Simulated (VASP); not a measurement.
Here is a VASP 6.6.1 calculation.

File POSCAR:

```
Ir
1.0
   -1.5466789079      1.5466789079      1.5466789079
    1.5466789079     -1.5466789079      1.5466789079
    1.5466789079      1.5466789079     -1.5466789079
Ir
1
Direct
    0.0000000000      0.0000000000      0.0000000000
```

Contents of INCAR.step1:

```
PREC     = Accurate       # precision mode
ENCUT    = 520            # plane-wave cutoff, eV
ISMEAR   = -1             # smearing method
SIGMA    = 0.05           # smearing width, eV
LREAL    = F              # projectors in reciprocal space
LASPH    = T              # aspherical terms in the spheres
NELM     = 150            # most SCF steps
ISPIN    = 2              # spin polarisation
MAGMOM   = 1              # initial moments
LMAXMIX  = 4              # l up to which the mixer works
NBANDS   = 14             # bands
GGA      = PE             # functional
ALGO     = Normal         # electronic algorithm
EDIFF    = 1E-4           # SCF threshold, eV
LWAVE    = T              # write WAVECAR
LCHARG   = F              # write CHGCAR
```

INCAR.step2

```
PREC     = Accurate       # precision mode
ENCUT    = 520            # plane-wave cutoff, eV
EDIFF    = 1E-7           # SCF threshold, eV
ISMEAR   = -1             # smearing method
SIGMA    = 0.05           # smearing width, eV
LREAL    = F              # projectors in reciprocal space
LASPH    = T              # aspherical terms in the spheres
NELM     = 150            # most SCF steps
ALGO     = Normal         # electronic algorithm
ISIF     = 2              # what is computed and relaxed
LWAVE    = F              # write WAVECAR
LCHARG   = F              # write CHGCAR
ISPIN    = 2              # spin polarisation
MAGMOM   = 1              # initial moments
LORBIT   = 11             # projections on sites
LMAXMIX  = 4              # l up to which the mixer works
METAGGA  = R2SCAN         # meta-GGA
LMIXTAU  = T            
NBANDS   = 14             # bands
ISTART   = 1
```

Contents of KPOINTS:

```
regular mesh
0
Gamma
  14 14 14
```

Potentials or basis: VASP PAW PBE potentials, release 64 (Ir).

Command:

```bash
$ cat potpaw_PBE.64/Ir/POTCAR > POTCAR
$ cp INCAR.step1 INCAR
$ mpirun -np 1 vasp_std > vasp.out
$ cp INCAR.step2 INCAR
$ mpirun -np 1 vasp_std > vasp.out
```

**Question.** Estimate the pressure.

**Answer.** 2.0 GPa.

**Question.** What does it give for the net moment?

**Answer.** 0.68 μB per cell.

**Question.** Estimate the site moments.

**Answer.** Ir +0.70 μB.

Caveat: the PAW data sets were made with another functional, which shifts forces and pressure a little.
